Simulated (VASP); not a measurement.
# Ge (R-3m) in VASP: a series of runs

Ge is run at these levels: PBE; tasks: single point, relaxation of cell and atoms.

Program: VASP 6.6.1. These are calculated values, not measurements. Logs are shortened: lines on timing, memory, paths and dates and some standing lists are left out, and cuts for length are marked.

## Step 1: The cell of the first run

It takes space group R-3m (No. 166, trigonal). Conventional cell: a = 4.073 Å, b = 4.073 Å, c = 29.974 Å, α = 90.00°, β = 90.00°, γ = 120.00°. Ge (site symmetry 3m) has 4 Ge at 2.49 to 2.51 Å within 3.3 Å. Within 3.3 Å of Ge (site symmetry 3m) lie 4 Ge at 2.49 Å. Ge (site symmetry 3m) has 4 Ge at 2.49 to 2.51 Å within 3.3 Å.

The cell was built from a structure type or drawn by symmetry, and may not be a known phase.

## Step 2: Single point, PBE

INCAR reads:

```
SYSTEM = Ge
ALGO = Normal
EDIFF = 1E-7
ENCUT = 520
GGA = PE
ISIF = 2
ISMEAR = 0
LASPH = .TRUE.
LCHARG = .TRUE.
LELF = .TRUE.
LREAL = .FALSE.
LVHAR = .TRUE.
LWAVE = .FALSE.
NBANDS = 51
NELM = 80
PREC = Accurate
SIGMA = 0.1
```

KPOINTS reads:

```
k-points
0
G
  6 6 6
  0 0 0
```

POSCAR reads:

```
Ge
1.0
    2.0362879772      1.1756514100      9.9914527102
   -2.0362879772      1.1756514100      9.9914527102
    0.0000000000     -2.3513028253      9.9914527096
Ge
6
Direct
    0.2358195081      0.2358195081      0.2358195081
    0.4585055086      0.4585055086      0.4585055086
    0.6805308212      0.6805308212      0.6805308212
    0.3194691788      0.3194691788      0.3194691788
    0.7641804919      0.7641804919      0.7641804919
    0.5414944914      0.5414944914      0.5414944914
```

Potentials or basis: VASP PAW PBE potentials, release 64 (Ge_d).

On the command line:

```
$ cat potpaw_PBE.64/Ge_d/POTCAR > POTCAR
$ mpirun -np 1 vasp_std > vasp.out
```

OUTCAR:

```text
SYSTEM = Ge
   EDIFF = 1E-7
   ENCUT = 520
   GGA = PE
   ISIF = 2
   ISMEAR = 0
   LASPH = .TRUE.
   LREAL = .FALSE.
   NELM = 80
   PREC = Accurate

 ion  position               nearest neighbor table
   1  0.236  0.236  0.236-   6 2.49   6 2.49   6 2.49   4 2.51
   2  0.459  0.459  0.459-   6 2.49   5 2.49   5 2.49   5 2.49
   3  0.681  0.681  0.681-   4 2.49   4 2.49   4 2.49   5 2.51
   4  0.319  0.319  0.319-   3 2.49   3 2.49   3 2.49   1 2.51
   5  0.764  0.764  0.764-   2 2.49   2 2.49   2 2.49   3 2.51
   6  0.541  0.541  0.541-   2 2.49   1 2.49   1 2.49   1 2.49

  LATTYP: Found a trigonal (rhomboedric) cell.
 ALAT       =    10.2643924430
 COS(alpha) =     0.9212878286

  Lattice vectors:

 A1 = (   2.0362879772,   1.1756514100,   9.9914527102)
 A2 = (  -2.0362879772,   1.1756514100,   9.9914527102)
 A3 = (   0.0000000000,  -2.3513028253,   9.9914527096)

Analysis of symmetry for initial positions (statically):
=====================================================================
 Subroutine PRICEL returns:
 Original cell was already a primitive cell.

 Routine SETGRP: Setting up the symmetry group for a
 trigonal (rhombohedral) supercell.

 Subroutine GETGRP returns: Found 12 space group operations
 (whereof 12 operations were pure point group operations)
 out of a pool of 12 trial point group operations.

The static configuration has the point symmetry D_3d.

Analysis of symmetry for dynamics (positions and initial velocities):
=====================================================================
 Subroutine PRICEL returns:
 Original cell was already a primitive cell.

 Routine SETGRP: Setting up the symmetry group for a
 trigonal (rhombohedral) supercell.

 Subroutine GETGRP returns: Found 12 space group operations
 (whereof 12 operations were pure point group operations)
 out of a pool of 12 trial point group operations.

The dynamic configuration has the point symmetry D_3d.

 Subroutine INISYM returns: Found 12 space group operations
 (whereof 12 operations are pure point group operations),
 and found     1 'primitive' translations

----------------------------------------------------------------------------------------

                                     Primitive cell

  volume of cell :     143.5151

  direct lattice vectors                    reciprocal lattice vectors
     2.036287977  1.175651410  9.991452710     0.245544837  0.141765378  0.033361849
    -2.036287977  1.175651410  9.991452710    -0.245544837  0.141765378  0.033361849
     0.000000000 -2.351302825  9.991452710     0.000000000 -0.283530756  0.033361849

  length of vectors
    10.264392443 10.264392443 10.264392443     0.285486782  0.285486782  0.285486782

  position of ions in fractional coordinates (direct lattice)
     0.235819508  0.235819508  0.235819508
     0.458505509  0.458505509  0.458505509
     0.680530821  0.680530821  0.680530821
     0.319469179  0.319469179  0.319469179
     0.764180492  0.764180492  0.764180492
     0.541494491  0.541494491  0.541494491

  ion indices of the primitive-cell ions
   primitive index   ion index
                 1           1
                 2           2
                 3           3
                 4           4
                 5           5
                 6           6

----------------------------------------------------------------------------------------

 KPOINTS: k-points

Automatic generation of k-mesh.
 Grid dimensions read from file:
 generate k-points for:    6    6    6

 Generating k-lattice:

  Cartesian coordinates                     Fractional coordinates (reciprocal lattice)
     0.040924140  0.023627563  0.005560308     0.166666667  0.000000000 -0.000000000
    -0.040924140  0.023627563  0.005560308     0.000000000  0.166666667 -0.000000000
     0.000000000 -0.047255126  0.005560308     0.000000000  0.000000000  0.166666667

  Length of vectors
     0.047581130  0.047581130  0.047581130

  Shift w.r.t. Gamma in fractional coordinates (k-lattice)
     0.000000000  0.000000000  0.000000000

 Subroutine IBZKPT returns following result:
 ===========================================

 Found     32 irreducible k-points:

 Following reciprocal coordinates:
            Coordinates               Weight
  0.000000  0.000000  0.000000      1.000000
  0.166667 -0.000000  0.000000      6.000000
  0.333333 -0.000000  0.000000      6.000000
  0.500000  0.000000  0.000000      3.000000
  0.166667  0.166667  0.000000      6.000000
  0.333333  0.166667  0.000000     12.000000
[... 16 lines left out ...]
  0.500000  0.500000  0.166667      6.000000
 -0.333333  0.500000  0.166667     12.000000
 [... further k-points ...]
   k-points           NKPTS =     32   k-points in BZ     NKDIM =     32   number of bands    NBANDS=     51
   number of dos      NEDOS =    301   number of ions     NIONS =      6
   total plane-waves  NPLWV = 512000
   dimension x,y,z NGX =    80 NGY =   80 NGZ =   80
   dimension x,y,z NGXF=   160 NGYF=  160 NGZF=  160
   ions per type =               6
   NGX,Y,Z   is equivalent  to a cutoff of  12.96, 12.96, 12.96 a.u.
   NGXF,Y,Z  is equivalent  to a cutoff of  25.91, 25.91, 25.91 a.u.
 SYSTEM =  Ge
   PREC   = accura    normal or accurate (medium, high low for compatibility)
   ISTART =      0    job   : 0-new  1-cont  2-samecut
   ICHARG =      2    charge: 1-file 2-atom 10-const
   ISPIN  =      1    spin polarized calculation?
   LNONCOLLINEAR =      F non collinear calculations
   LSORBIT =      F    spin-orbit coupling
   LASPH  =      T    aspherical Exc in radial PAW
   ENCUT  =  520.0 eV  38.22 Ry    6.18 a.u.  19.08 19.08 19.08*2*pi/ulx,y,z
   NELM   =     80;   NELMIN=  2; NELMDL= -5     # of ELM steps
   EDIFF  = 0.1E-06   stopping-criterion for ELM
   LREAL  =      F    real-space projection
   EDIFFG = 0.1E-05   stopping-criterion for IOM
   NSW    =      0    number of steps for IOM
   IBRION =     -1    ionic relax: 0-MD 1-quasi-New 2-CG
   NFREE  =      0    steps in history (QN), initial steepest desc. (CG)
   ISIF   =      2    stress and relaxation
   ISYM   =      2    0-nonsym 1-usesym 2-fastsym
   POTIM  = 0.5000    time-step for ionic-motion
   TEBEG  =    0.0;   TEEND  =   0.0 temperature during run
   PSTRESS=    0.0 pullay stress
   NELECT =      84.0000    total number of electrons
   NUPDOWN=      -1.0000    fix difference up-down
   EMIN   =  10.00;   EMAX   =-10.00  energy-range for DOS
   EFERMI =   0.00;   METHOD = LEGACY
   ISMEAR =     0;   SIGMA  =   0.10  broadening in eV -4-tet -1-fermi 0-gaus
   EFERMI_NEDOS =   21; number of points for ismear=-14 and -15
   IALGO  =     38    algorithm
   IMIX   =      4    mixing-type and parameters
     AMIX     =   0.40;   BMIX     =  1.00
     AMIX_MAG =   1.60;   BMIX_MAG =  1.00
  volume/ion in A,a.u.               =      23.92       161.41
  Fermi-wavevector in a.u.,A,eV,Ry     =   1.369416  2.587821 25.515005  1.875300
  Thomas-Fermi vector in A             =   2.495293
   LORBIT       =      0    0 simple, 1 ext, 2 COOP (PROOUT), +10 PAW based schemes
   GGA     = PE    functional components
   LHFCALC =     F    Hartree Fock is set to
   AEXX    =    0.0000 exact exchange contribution
   IVDW    =     0    specifies the selected vdW correction
   LEPSILON=     F    determine dielectric tensor
   LRPA    =     F    only Hartree local field effects (RPA)
 non-spin polarized calculation
 Gauss-broadening in eV      SIGMA  =   0.10
  energy-cutoff  :      520.00
  volume of cell :      143.52
 maximum number of plane-waves:      3895
 NGX is ok and might be reduce to    80
   NGX = 39   NGY = 39   NGZ = 39

 number of electron      83.9999996 magnetization

 Free energy of the ion-electron system (eV)
  ---------------------------------------------------
  ext. energy  EPLUGINS =         0.00000000
  ---------------------------------------------------
  free energy    TOTEN  =       -26.98513433 eV

  energy without entropy =      -26.98286691  energy(sigma->0) =      -26.98400062

 E-fermi :   4.4528     XC(G=0):  -9.6604

 val. band max:        4.4412232604   @ k =   0.1667   0.1667   0.1667
 cond. band min:       4.4861487981   @ k =   0.1667   0.1667   0.1667
 fundamental gap:      0.0449255377
 Fermi energy:         4.4528467926

 k-point     1 :       0.0000    0.0000    0.0000
  band No.  band energies     occupation
      1     -20.2938      2.00000
      2     -20.2938      2.00000
      3     -20.2928      2.00000
      4     -20.2928      2.00000
      5     -20.2747      2.00000
      6     -20.2668      2.00000
[... 43 lines left out ...]
     50       8.0936      0.00000
     51       8.5223      0.00000

 k-point     2 :       0.1667   -0.0000    0.0000
  band No.  band energies     occupation
      1     -20.3055      2.00000
      2     -20.3008      2.00000
      3     -20.3002      2.00000
      4     -20.2952      2.00000
      5     -20.2834      2.00000
      6     -20.2745      2.00000
[... 43 lines left out ...]
     50       8.8381      0.00000
     51       9.0950      0.00000

 k-point     3 :       0.3333   -0.0000    0.0000
  band No.  band energies     occupation
      1     -20.3143      2.00000
      2     -20.3047      2.00000
      3     -20.3028      2.00000
      4     -20.3007      2.00000
      5     -20.2966      2.00000
      6     -20.2835      2.00000
[... 43 lines left out ...]
     50      10.0974      0.00000
     51      10.9821      0.00000
[... 1027 lines left out ...]
 k-point    23 :       0.5000    0.5000    0.1667
  band No.  band energies     occupation
      1     -20.3185      2.00000
      2     -20.3066      2.00000
      3     -20.2970      2.00000
      4     -20.2960      2.00000
      5     -20.2932      2.00000
      6     -20.2860      2.00000
[... 43 lines left out ...]
     50       9.3195      0.00000
     51      10.5054      0.00000

 k-point    24 :      -0.3333    0.5000    0.1667
  band No.  band energies     occupation
      1     -20.3177      2.00000
      2     -20.3154      2.00000
      3     -20.3087      2.00000
      4     -20.3003      2.00000
      5     -20.2985      2.00000
      6     -20.2950      2.00000
[... 43 lines left out ...]
     50       9.8619      0.00000
     51      10.2486      0.00000

 [... further k-points ...]
[... 5 lines left out ...]
  --------------------------------------------------------------------------------------
  -------------------------------------------------------------------------------------
  Total       -0.0317735     -0.0317735     -0.0884575     -0.0000000      0.0000000      0.0000000
  in kB       -0.3547143     -0.3547143     -0.9875234     -0.0000000      0.0000000      0.0000000
  external PRESSURE =      -0.5656506 kB  Pullay stress =       0.0000000 kB

 VOLUME and BASIS-vectors are now :
 -----------------------------------------------------------------------------
  energy-cutoff  :      520.00
  volume of cell :      143.52
      direct lattice vectors                 reciprocal lattice vectors
     2.036287977  1.175651410  9.991452710     0.245544837  0.141765378  0.033361849
    -2.036287977  1.175651410  9.991452710    -0.245544837  0.141765378  0.033361849
     0.000000000 -2.351302825  9.991452710     0.000000000 -0.283530756  0.033361849

 POSITION                                       TOTAL-FORCE (eV/Angst)
 -----------------------------------------------------------------------------------
      0.00000     -0.00000      7.06854         0.000000      0.000000     -0.007362
      0.00000     -0.00000     13.74341         0.000000      0.000000     -0.009025
      0.00000     -0.00000     20.39847         0.000000      0.000000     -0.009657
      0.00000     -0.00000      9.57588         0.000000     -0.000000      0.009657
      0.00000     -0.00000     22.90582         0.000000     -0.000000      0.007362
      0.00000     -0.00000     16.23095         0.000000     -0.000000      0.009025
 -----------------------------------------------------------------------------------
    total drift:                                0.000000     -0.000000     -0.000000

  FREE ENERGIE OF THE ION-ELECTRON SYSTEM (eV)
  ---------------------------------------------------
  free  energy   TOTEN  =       -26.9851343318 eV

  energy  without entropy=      -26.9828669134  energy(sigma->0) =      -26.98400062
```

Run time: 21 min. Hardware: 1 thread of Intel Xeon Platinum 8488C (Sapphire Rapids), shared host; peak memory 0.91 GiB.

What came out:

```yaml
Free_energy: -26.9851 eV
Pressure: -0.1 GPa
Largest_force: 0.010 eV/Å
Band_gap_on_the_k_mesh: zero (bands 42 and 43 overlap by 0.23 eV)
```

Forces in eV/Å, atoms in the order of the input:
```
Ge   0.000  0.000 -0.007
Ge   0.000  0.000 -0.009
Ge   0.000  0.000 -0.010
Ge   0.000  0.000  0.010
Ge   0.000  0.000  0.007
Ge   0.000  0.000  0.009
```

Levels at points of the mesh, in eV from the Fermi level:
| k point | band 40 | band 41 | band 42 | band 43 | band 44 | band 45 |
| --- | --- | --- | --- | --- | --- | --- |
| (0.00, 0.00, 0.00) | -0.37 | -0.02 | 0.10 | 0.11 | 0.11 | 0.27 |
| (0.50, 0.00, 0.00) | -2.56 | -1.90 | -1.31 | 0.38 | 0.92 | 1.04 |
| (0.50, 0.50, 0.00) | -1.83 | -1.83 | -1.80 | 0.30 | 0.62 | 1.57 |
| (0.50, 0.50, 0.50) | -0.45 | -0.37 | -0.37 | -0.14 | 0.81 | 1.04 |

Caveat: semilocal functionals underestimate gaps, so a narrow gap can read as zero.

## Step 3: Single point, PBE

This run uses another cell than the first one, of 21.28 Å³/atom.

INCAR reads:

```
ALGO = Normal
EDIFF = 1E-7
ENCUT = 520
GGA = PE
ISIF = 2
ISMEAR = 0
LASPH = T
LCHARG = F
LREAL = F
LWAVE = F
NBANDS = 51
NELM = 60
PREC = Accurate
SIGMA = 0.1
```

KPOINTS reads:

```
k-points
0
Gamma
  6 6 6
```

POSCAR reads:

```
Ge
1.0
    1.9575681800      1.1302025100      9.6197533700
   -1.9575681800      1.1302025100      9.6197533700
    0.0000000000     -2.2604050300      9.6197533700
Ge
6
Direct
    0.2360644300      0.2360644300      0.2360644300
    0.4583627000      0.4583627000      0.4583627000
    0.6807067100      0.6807067100      0.6807067100
    0.3192932900      0.3192932900      0.3192932900
    0.7639355700      0.7639355700      0.7639355700
    0.5416373000      0.5416373000      0.5416373000
```

Potentials or basis: VASP PAW PBE potentials, release 64 (Ge_d).

On the command line:

```
$ cat potpaw_PBE.64/Ge_d/POTCAR > POTCAR
$ mpirun -np 1 vasp_std > vasp.out
```

It took 22 min on 1 thread of Intel Xeon Platinum 8488C (Sapphire Rapids), shared host; peak memory 0.91 GiB.

Results (log left out):

| Item | Value |
| --- | --- |
| Free energy | -26.5934 eV |
| Pressure | 8.9 GPa |
| Largest force | 0.096 eV/Å |
| Band gap on the k mesh | 0.06 eV (least direct gap 0.28 eV) |

Forces on the atoms (eV/Å):
```
Ge   0.000  0.000 -0.082
Ge   0.000  0.000  0.086
Ge   0.000  0.000 -0.096
Ge   0.000  0.000  0.096
Ge   0.000  0.000  0.082
Ge   0.000  0.000 -0.086
```

Stress tensor (GPa, compression positive):
```
8.69 0.00 0.00
0.00 8.69 0.00
0.00 0.00 9.19
```

Levels at points of the mesh, in eV from the valence-band top:
```csv
k point,band 40,band 41,band 42,band 43,band 44,band 45
"(0.00, 0.00, 0.00)",-0.20,0.00,0.00,0.28,0.51,0.59
"(0.50, 0.00, 0.00)",-3.08,-2.37,-1.62,0.31,0.82,0.82
"(0.50, 0.50, 0.00)",-2.25,-2.22,-2.20,0.28,0.37,1.59
"(0.50, 0.50, 0.50)",-0.67,-0.55,-0.55,0.06,1.12,1.44
```

Caveat: the cell stands under pressure.

## Step 4: Relaxation of cell and atoms, PBE

This run uses another cell than the first one, of 21.28 Å³/atom.

INCAR reads:

```
SYSTEM = Ge
ALGO = Normal ; EDIFF = 1E-6
EDIFFG = -0.04 ; ENCUT = 600
GGA = PE ; IBRION = 2
ISIF = 3 ; ISMEAR = 0
LASPH = .TRUE. ; LCHARG = .FALSE.
LREAL = .FALSE. ; LWAVE = .FALSE.
NELM = 100 ; NSW = 90
PREC = Accurate ; SIGMA = 0.1
```

KPOINTS reads:

```
k-points
0
G
  6 6 6
  0 0 0
```

POSCAR is that of step 3.

On the command line:

```
$ cat potpaw_PBE.64/Ge_d/POTCAR > POTCAR
$ mpirun -np 1 vasp_std > vasp.out
```

It took 67 min on 1 thread of Intel Xeon Platinum 8488C (Sapphire Rapids), shared host; peak memory 1 GiB.

It converged, with:

```
Free energy                           : -26.9840 eV
Relaxed volume                        : 23.89 Å³/atom
Relaxed cell                          : a = 10.283 Å, b = 10.283 Å, c = 10.283 Å, α = 22.80°, β = 22.80°, γ = 22.80°
Space group after relaxing (to 0.1 Å) : R-3m (No. 166)
Energy gained by relaxing             : 65.0 meV/atom
Ionic steps                           : 3
Pressure after relaxing               : 0.1 GPa
Largest force after relaxing          : 0.028 eV/Å
Band gap on the k mesh                : zero (bands 42 and 43 overlap by 0.21 eV)
```

Forces in eV/Å, atoms in the order of the input:
```
Ge   0.000  0.000 -0.027
Ge   0.000  0.000  0.028
Ge   0.000  0.000 -0.026
Ge   0.000  0.000  0.026
Ge   0.000  0.000  0.027
Ge   0.000  0.000 -0.028
```

Stress tensor (GPa, compression positive):
```
 0.25  0.00  0.00
 0.00  0.25  0.00
 0.00  0.00 -0.18
```

The path:
| step | energy change (eV) | largest force (eV/Å) | pressure (GPa) | volume (Å³) |
| --- | --- | --- | --- | --- |
| 1 | 0.0000 | 0.0962 | 8.89 | 127.70 |
| 2 | -0.3274 | 0.0262 | -2.60 | 150.78 |
| 3 | -0.3901 | 0.0276 | 0.11 | 143.31 |

Final structure:
```
CELL_PARAMETERS angstrom
2.03285 1.17367 10.01114
-2.03285 1.17367 10.01114
0.00000 -2.34734 10.01114
ATOMIC_POSITIONS crystal
Ge 0.23597 0.23597 0.23597
Ge 0.45846 0.45846 0.45846
Ge 0.68059 0.68059 0.68059
Ge 0.31941 0.31941 0.31941
Ge 0.76403 0.76403 0.76403
Ge 0.54154 0.54154 0.54154
```

Levels at points of the mesh, in eV from the Fermi level:
| k point | band 40 | band 41 | band 42 | band 43 | band 44 | band 45 |
| --- | --- | --- | --- | --- | --- | --- |
| (0.00, 0.00, 0.00) | -0.38 | -0.06 | 0.10 | 0.10 | 0.11 | 0.29 |
| (0.50, 0.00, 0.00) | -2.58 | -1.94 | -1.33 | 0.35 | 0.91 | 1.04 |
| (0.50, 0.50, 0.00) | -1.85 | -1.84 | -1.83 | 0.27 | 0.61 | 1.55 |
| (0.50, 0.50, 0.50) | -0.46 | -0.38 | -0.38 | -0.11 | 0.82 | 1.04 |

Caveat: semilocal functionals underestimate gaps, so a narrow gap can read as zero.

## Step 5: The runs side by side

```csv
task,cell,cutoff (eV),gap on the mesh (eV),pressure (GPa),largest force (eV/Å)
single point,"a = 10.264 Å, angles 22.9°, 6 atoms, atomic positions A",520,none,-0.1,0.01
single point,"a = 9.882 Å, angles 22.9°, 6 atoms, atomic positions B",520,0.06,8.9,0.10
relaxation of cell and atoms,"relaxed from a = 9.882 Å, angles 22.9°, 6 atoms, atomic positions B",600,none,0.1,0.03
```

Alike in all rows: level PBE; potentials or basis VASP PAW PBE potentials, release 64 (Ge_d); no spin polarisation; k mesh 6 × 6 × 6; smearing gaussian 0.1 eV.

Caveats: semilocal functionals underestimate gaps, so a narrow gap can read as zero (at least some runs); the cell stands under pressure (at least some runs).

Total energies depend on the potentials used, so only differences within one code and one set of settings carry meaning.
